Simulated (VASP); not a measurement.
# AgCl (I-4m2) in VASP: relaxation of cell and atoms with PBE

Aim: the relaxation of cell and atoms of AgCl with PBE.

Everything below comes from runs of VASP 6.6.1. Logs are shortened: lines on timing, memory, paths and dates and some standing lists are left out, and cuts for length are marked.

### Step 1. The cell of the first run

It takes space group I-4m2 (No. 119, tetragonal). Conventional cell: a = 4.296 Å, b = 4.296 Å, c = 6.024 Å, α = 90.00°, β = 90.00°, γ = 90.00°. Within 3.5 Å of Ag (site symmetry -4m2) lie 4 Cl at 2.62 Å. Within 3.5 Å of Cl (site symmetry -4m2) lie 4 Ag at 2.62 Å.

The cell was built from a structure type or drawn by symmetry, and may not be a known phase.

### Step 2. Relaxation of cell and atoms, PBE

File INCAR:

```
SYSTEM = AgCl
  ALGO = Normal
  EDIFF = 1E-7
  EDIFFG = -0.01
  ENCUT = 600
  GGA = PE
  IBRION = 2
  ISIF = 3
  ISMEAR = 0
  LASPH = .True.
  LCHARG = .False.
  LREAL = .False.
  LWAVE = .False.
  NELM = 80
  NSW = 100
  PREC = Accurate
  SIGMA = 0.02
```

File KPOINTS:

```
k-points
0
Gamma
  10 10 10
  0 0 0
```

File POSCAR:

```
AgCl
1.0
   -2.1482423919      2.1482423919      3.0118143214
    2.1482423919     -2.1482423919      3.0118143214
    2.1482423919      2.1482423919     -3.0118143214
Ag Cl
1 1
Direct
    0.0000000000      0.0000000000      0.0000000000
    0.2500000000      0.7500000000      0.5000000000
```

Potentials or basis: VASP PAW PBE potentials, release 64 (Ag, Cl).

The run is started by

```bash
$ cat potpaw_PBE.64/Ag/POTCAR potpaw_PBE.64/Cl/POTCAR > POTCAR
$ mpirun -np 1 vasp_std > vasp.out
```

OUTCAR:

```text
SYSTEM = AgCl
   EDIFF = 1E-7
   EDIFFG = -0.01
   ENCUT = 600
   GGA = PE
   IBRION = 2
   ISIF = 3
   ISMEAR = 0
   LASPH = .True.
   LREAL = .False.
   NELM = 80
   NSW = 100
   PREC = Accurate

 ion  position               nearest neighbor table
   1  0.000  0.000  0.000-   2 2.62   2 2.62   2 2.62   2 2.62
   2  0.250  0.750  0.500-   1 2.62   1 2.62   1 2.62   1 2.62

  LATTYP: Found a body centered tetragonal cell.
 ALAT       =     4.2964847838
 C/A-ratio  =     1.4019899862

  Lattice vectors:

 A1 = (  -2.1482423919,   2.1482423919,   3.0118143214)
 A2 = (   2.1482423919,  -2.1482423919,   3.0118143214)
 A3 = (   2.1482423919,   2.1482423919,  -3.0118143214)

Analysis of symmetry for initial positions (statically):
=====================================================================
 Subroutine PRICEL returns:
 Original cell was already a primitive cell.

 Routine SETGRP: Setting up the symmetry group for a
 body centered tetragonal supercell.

 Subroutine GETGRP returns: Found  8 space group operations
 (whereof  8 operations were pure point group operations)
 out of a pool of 16 trial point group operations.

The static configuration has the point symmetry D_2d.

Analysis of symmetry for dynamics (positions and initial velocities):
=====================================================================
 Subroutine PRICEL returns:
 Original cell was already a primitive cell.

 Routine SETGRP: Setting up the symmetry group for a
 body centered tetragonal supercell.

 Subroutine GETGRP returns: Found  8 space group operations
 (whereof  8 operations were pure point group operations)
 out of a pool of 16 trial point group operations.

The dynamic configuration has the point symmetry D_2d.

 Subroutine INISYM returns: Found  8 space group operations
 (whereof  8 operations are pure point group operations),
 and found     1 'primitive' translations

----------------------------------------------------------------------------------------

                                     Primitive cell

  volume of cell :      55.5974

  direct lattice vectors                    reciprocal lattice vectors
    -2.148242392  2.148242392  3.011814321     0.000000000  0.232748410  0.166012890
     2.148242392 -2.148242392  3.011814321     0.232748410  0.000000000  0.166012890
     2.148242392  2.148242392 -3.011814321     0.232748410  0.232748410  0.000000000

  length of vectors
     4.277957019  4.277957019  4.277957019     0.285888268  0.285888268  0.329155957

  position of ions in fractional coordinates (direct lattice)
     0.000000000  0.000000000  0.000000000
     0.250000000  0.750000000  0.500000000

  ion indices of the primitive-cell ions
   primitive index   ion index
                 1           1
                 2           2

----------------------------------------------------------------------------------------

 KPOINTS: k-points

Automatic generation of k-mesh.
 Grid dimensions read from file:
 generate k-points for:   10   10   10

 Generating k-lattice:

  Cartesian coordinates                     Fractional coordinates (reciprocal lattice)
     0.000000000  0.023274841  0.016601289     0.100000000  0.000000000 -0.000000000
     0.023274841  0.000000000  0.016601289     0.000000000  0.100000000 -0.000000000
     0.023274841  0.023274841  0.000000000     0.000000000  0.000000000  0.100000000

  Length of vectors
     0.028588827  0.028588827  0.032915596

  Shift w.r.t. Gamma in fractional coordinates (k-lattice)
     0.000000000  0.000000000  0.000000000

 Subroutine IBZKPT returns following result:
 ===========================================

 Found    102 irreducible k-points:

 Following reciprocal coordinates:
            Coordinates               Weight
  0.000000  0.000000  0.000000      1.000000
  0.100000 -0.000000  0.000000      8.000000
  0.200000 -0.000000  0.000000      8.000000
  0.300000 -0.000000  0.000000      8.000000
  0.400000 -0.000000  0.000000      8.000000
  0.500000 -0.000000  0.000000      4.000000
[... 16 lines left out ...]
  0.300000  0.300000  0.000000      8.000000
  0.400000  0.300000  0.000000     16.000000
 [... further k-points ...]
   k-points           NKPTS =    102   k-points in BZ     NKDIM =    102   number of bands    NBANDS=     13
   number of dos      NEDOS =    301   number of ions     NIONS =      2
   total plane-waves  NPLWV =  46656
   dimension x,y,z NGX =    36 NGY =   36 NGZ =   36
   dimension x,y,z NGXF=    72 NGYF=   72 NGZF=   72
   ions per type =               1   1
   NGX,Y,Z   is equivalent  to a cutoff of  13.99, 13.99, 13.99 a.u.
   NGXF,Y,Z  is equivalent  to a cutoff of  27.98, 27.98, 27.98 a.u.
 SYSTEM =  AgCl
   PREC   = accura    normal or accurate (medium, high low for compatibility)
   ISTART =      0    job   : 0-new  1-cont  2-samecut
   ICHARG =      2    charge: 1-file 2-atom 10-const
   ISPIN  =      1    spin polarized calculation?
   LNONCOLLINEAR =      F non collinear calculations
   LSORBIT =      F    spin-orbit coupling
   LASPH  =      T    aspherical Exc in radial PAW
   ENCUT  =  600.0 eV  44.10 Ry    6.64 a.u.   8.54  8.54  8.54*2*pi/ulx,y,z
   NELM   =     80;   NELMIN=  2; NELMDL= -5     # of ELM steps
   EDIFF  = 0.1E-06   stopping-criterion for ELM
   LREAL  =      F    real-space projection
   EDIFFG = -.1E-01   stopping-criterion for IOM
   NSW    =    100    number of steps for IOM
   IBRION =      2    ionic relax: 0-MD 1-quasi-New 2-CG
   NFREE  =      1    steps in history (QN), initial steepest desc. (CG)
   ISIF   =      3    stress and relaxation
   ISYM   =      2    0-nonsym 1-usesym 2-fastsym
   POTIM  = 0.5000    time-step for ionic-motion
   TEBEG  =    0.0;   TEEND  =   0.0 temperature during run
   PSTRESS=    0.0 pullay stress
   NELECT =      18.0000    total number of electrons
   NUPDOWN=      -1.0000    fix difference up-down
   EMIN   =  10.00;   EMAX   =-10.00  energy-range for DOS
   EFERMI =   0.00;   METHOD = LEGACY
   ISMEAR =     0;   SIGMA  =   0.02  broadening in eV -4-tet -1-fermi 0-gaus
   EFERMI_NEDOS =   21; number of points for ismear=-14 and -15
   IALGO  =     38    algorithm
   IMIX   =      4    mixing-type and parameters
     AMIX     =   0.40;   BMIX     =  1.00
     AMIX_MAG =   1.60;   BMIX_MAG =  1.00
  volume/ion in A,a.u.               =      27.80       187.60
  Fermi-wavevector in a.u.,A,eV,Ry     =   1.124124  2.124286 17.193056  1.263654
  Thomas-Fermi vector in A             =   2.260794
   LORBIT       =      0    0 simple, 1 ext, 2 COOP (PROOUT), +10 PAW based schemes
   GGA     = PE    functional components
   LHFCALC =     F    Hartree Fock is set to
   AEXX    =    0.0000 exact exchange contribution
   IVDW    =     0    specifies the selected vdW correction
   LEPSILON=     F    determine dielectric tensor
   LRPA    =     F    only Hartree local field effects (RPA)
 conjugate gradient relaxation of ions
 non-spin polarized calculation
 Gauss-broadening in eV      SIGMA  =   0.02
  energy-cutoff  :      600.00
  volume of cell :       55.60
 maximum number of plane-waves:      1872
 NGX is ok and might be reduce to    36
   NGX = 17   NGY = 17   NGZ = 17

--------------------------------------- Ionic step        1  -------------------------------------------

 number of electron      18.0000001 magnetization

 Free energy of the ion-electron system (eV)
  ---------------------------------------------------
  ext. energy  EPLUGINS =         0.00000000
  ---------------------------------------------------
  free energy    TOTEN  =        -5.45318542 eV

  energy without entropy =       -5.45318542  energy(sigma->0) =       -5.45318542

------------------------ aborting loop because EDIFF is reached ----------------------------------------

  FORCE on cell =-STRESS in cart. coord.  units (eV):
  Direction    XX          YY          ZZ          XY          YZ          ZX
  --------------------------------------------------------------------------------------
  -------------------------------------------------------------------------------------
  Total       -0.0295579     -0.0295579     -0.0189314      0.0000000      0.0000000      0.0000000
  in kB       -0.8517851     -0.8517851     -0.5455558      0.0000000      0.0000000      0.0000000
  external PRESSURE =      -0.7497087 kB  Pullay stress =       0.0000000 kB

 VOLUME and BASIS-vectors are now :
 -----------------------------------------------------------------------------
  energy-cutoff  :      600.00
  volume of cell :       55.60
      direct lattice vectors                 reciprocal lattice vectors
    -2.148242392  2.148242392  3.011814321     0.000000000  0.232748410  0.166012890
     2.148242392 -2.148242392  3.011814321     0.232748410  0.000000000  0.166012890
     2.148242392  2.148242392 -3.011814321     0.232748410  0.232748410  0.000000000

 POSITION                                       TOTAL-FORCE (eV/Angst)
 -----------------------------------------------------------------------------------
      0.00000      0.00000      0.00000        -0.000000      0.000000      0.000000
      2.14824      0.00000      1.50591         0.000000     -0.000000     -0.000000
 -----------------------------------------------------------------------------------
    total drift:                               -0.000000      0.000000      0.000000

  FREE ENERGIE OF THE ION-ELECTRON SYSTEM (eV)
  ---------------------------------------------------
  free  energy   TOTEN  =        -5.4531854151 eV

  energy  without entropy=       -5.4531854151  energy(sigma->0) =       -5.45318542

--------------------------------------- Ionic step        2  -------------------------------------------

 number of electron      18.0000001 magnetization

 Free energy of the ion-electron system (eV)
  ---------------------------------------------------
  ext. energy  EPLUGINS =         0.00000000
  ---------------------------------------------------
  free energy    TOTEN  =        -5.45321922 eV

  energy without entropy =       -5.45321922  energy(sigma->0) =       -5.45321922

 E-fermi :   1.5654     XC(G=0):  -8.3798

 val. band max:        1.4264174638   @ k =   0.0000   0.0000   0.0000
 cond. band min:       2.7110251870   @ k =   0.0000   0.0000   0.0000
 fundamental gap:      1.2846077232
 Fermi energy:         1.5653751127

 k-point     1 :       0.0000    0.0000    0.0000
  band No.  band energies     occupation
      1     -13.2550      2.00000
      2      -2.4760      2.00000
      3      -2.4760      2.00000
      4      -2.4683      2.00000
      5      -0.6054      2.00000
      6      -0.5975      2.00000
      7       1.4155      2.00000
      8       1.4155      2.00000
      9       1.4264      2.00000
     10       2.7110      0.00000
     11       9.5334      0.00000
     12       9.5334      0.00000
     13       9.5418      0.00000

 k-point     2 :       0.1000   -0.0000    0.0000
  band No.  band energies     occupation
      1     -13.2397      2.00000
      2      -2.4998      2.00000
      3      -2.4578      2.00000
      4      -2.4515      2.00000
      5      -0.6080      2.00000
      6      -0.6007      2.00000
      7       1.1528      2.00000
      8       1.3704      2.00000
      9       1.3774      2.00000
     10       3.0494      0.00000
     11       9.2106      0.00000
     12       9.6208      0.00000
     13       9.6310      0.00000
[... 321 lines left out ...]
 k-point    23 :       0.3000    0.3000    0.0000
  band No.  band energies     occupation
      1     -13.0648      2.00000
      2      -2.4253      2.00000
      3      -2.3044      2.00000
      4      -2.1831      2.00000
      5      -0.6499      2.00000
      6      -0.5993      2.00000
      7      -0.1980      2.00000
      8       0.1657      2.00000
      9       0.7350      2.00000
     10       6.1964      0.00000
     11       7.9433      0.00000
     12       8.8268      0.00000
     13      10.5263      0.00000

 k-point    24 :       0.4000    0.3000    0.0000
  band No.  band energies     occupation
      1     -13.0517      2.00000
      2      -2.5352      2.00000
      3      -2.1647      2.00000
      4      -2.1193      2.00000
      5      -0.6732      2.00000
      6      -0.5535      2.00000
      7      -0.3311      2.00000
      8       0.1989      2.00000
      9       0.5399      2.00000
     10       6.4522      0.00000
     11       7.5087      0.00000
     12       9.3309      0.00000
     13      10.7711      0.00000

 [... further k-points ...]

------------------------ aborting loop because EDIFF is reached ----------------------------------------

  FORCE on cell =-STRESS in cart. coord.  units (eV):
  Direction    XX          YY          ZZ          XY          YZ          ZX
  --------------------------------------------------------------------------------------
  -------------------------------------------------------------------------------------
  Total       -0.0096271     -0.0096271      0.0000574      0.0000000     -0.0000000      0.0000000
  in kB       -0.2779519     -0.2779519      0.0016581      0.0000000     -0.0000000      0.0000000
  external PRESSURE =      -0.1847486 kB  Pullay stress =       0.0000000 kB

 VOLUME and BASIS-vectors are now :
 -----------------------------------------------------------------------------
  energy-cutoff  :      600.00
  volume of cell :       55.49
      direct lattice vectors                 reciprocal lattice vectors
    -2.146710745  2.146710745  3.010438973     0.000000000  0.232914472  0.166088735
     2.146710745 -2.146710745  3.010438973     0.232914472  0.000000000  0.166088735
     2.146710745  2.146710745 -3.010438973     0.232914472  0.232914472  0.000000000

 POSITION                                       TOTAL-FORCE (eV/Angst)
 -----------------------------------------------------------------------------------
      2.14671     -2.14671      3.01044         0.000000     -0.000000      0.000000
      2.14671     -0.00000      1.50522        -0.000000      0.000000     -0.000000
 -----------------------------------------------------------------------------------
    total drift:                               -0.000000      0.000000      0.000000

  FREE ENERGIE OF THE ION-ELECTRON SYSTEM (eV)
  ---------------------------------------------------
  free  energy   TOTEN  =        -5.4532192170 eV

  energy  without entropy=       -5.4532192170  energy(sigma->0) =       -5.45321922

 reached required accuracy - stopping structural energy minimisation
```

Wall time 46 s (1 thread of Intel Xeon 6975P-C (Granite Rapids), shared host); peak memory 0.27 GiB.

Results:

```yaml
Free_energy: -5.4532 eV
Relaxed_volume: 27.75 Å³/atom
Relaxed_cell: a = 4.275 Å, b = 4.275 Å, c = 4.275 Å, α = 119.72°, β = 119.72°, γ = 90.48°
Space_group_after_relaxing_to_0.1_Å: F-43m (No. 216)
Energy_gained_by_relaxing: 0.0 meV/atom
Ionic_steps: 2
Pressure_after_relaxing: 0.0 GPa
Band_gap_on_the_k_mesh: 1.28 eV
```

Final structure:
```xyz
2
Lattice="-2.1467 2.1467 3.0104 2.1467 -2.1467 3.0104 2.1467 2.1467 -3.0104" Properties=species:S:1:pos:R:3 pbc="T T T"
Ag    2.1467   -2.1467    3.0104
Cl    2.1467    0.0000    1.5052
```

Levels at points of the mesh, in eV from the valence-band top:
| k point | band 7 | band 8 | band 9 | band 10 | band 11 | band 12 |
| --- | --- | --- | --- | --- | --- | --- |
| (0.00, 0.00, 0.00) | -0.01 | -0.01 | 0.00 | 1.28 | 8.11 | 8.11 |
| (0.50, 0.00, 0.00) | -1.89 | -0.55 | -0.54 | 3.74 | 6.65 | 8.42 |
| (0.50, 0.50, 0.00) | -1.65 | -1.29 | -1.27 | 4.87 | 5.35 | 8.66 |
| (0.50, 0.50, 0.50) | -1.63 | -1.28 | -1.28 | 4.86 | 5.33 | 8.71 |

A k mesh can miss the band edges.
